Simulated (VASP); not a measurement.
Here is a VASP 6.6.1 calculation.

Contents of INCAR:

```
PREC = Accurate
ENCUT = 520
EDIFF = 1E-7
ISMEAR = 0
SIGMA = 0.1
LREAL = False
LASPH = True
NELM = 60
ALGO = Normal
ISIF = 2
LWAVE = False
LCHARG = False
GGA = PE
NBANDS = 16
```

KPOINTS

```
regular mesh
0
Gamma
  12 12 12
```

File POSCAR:

```
GaSb
1.0
    0.0000000000      3.0434962941      3.0434962941
    3.0434962941      0.0000000000      3.0434962941
    3.0434962941      3.0434962941      0.0000000000
Ga Sb
1 1
Direct
    0.0000000000      0.0000000000      0.0000000000
    0.2500000000      0.2500000000      0.2500000000
```

Potentials or basis: VASP PAW PBE potentials, release 64 (Ga_d, Sb).

Command:

```console
$ cat potpaw_PBE.64/Ga_d/POTCAR potpaw_PBE.64/Sb/POTCAR > POTCAR
$ mpirun -np 1 vasp_std > vasp.out
```

Question: What does it give for the band gap on the k mesh?

Answer: 0.15 eV, direct.

Question: Estimate the pressure.

Answer: 3.3 GPa.

Caveat: spin-orbit coupling is left out, which moves the levels of the heavy elements. A k mesh can miss the band edges.
